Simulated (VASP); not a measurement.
Ni: single point with PBE

The system is Ni.

```
Ni
1.0
     0.00000    1.76685    1.76685
     1.76685    0.00000    1.76685
     1.76685    1.76685    0.00000
Ni
1
Direct
  0.00000 0.00000 0.00000
```

```yaml
Program: VASP 6.6.1
Task: single point
Functional: PBE
Potentials_or_basis: VASP PAW PBE potentials, release 64 (Ni)
Cutoff: 520 eV
k_mesh: 12 × 12 × 12
Occupations: fermi-dirac, width 0.1 eV
Spin: collinear spin, ferromagnetic start
Starting_moments: "[0.48] μB"
Fixed_moment: 0.48 μB
Dipole_correction: no
Further_INCAR_settings: ALGO = Normal; EDIFF = 1e-07; NBANDS = 15
```

```json
{
 "Pressure": "-2.7 GPa",
 "Net moment": "0.48 μB per cell",
 "Site moments": "Ni +0.49 μB",
 "Valence electrons inside the program's atomic spheres": "Ni 9.29"
}
```

Run time: 24 s on 1 thread of Intel(R) Xeon(R) Platinum 8259CL CPU @ 2.50GHz (Skylake/Cascade Lake) (shared host), peak memory 0.14 GiB.

Caveat: the total moment is fixed, so each spin has its own Fermi level.
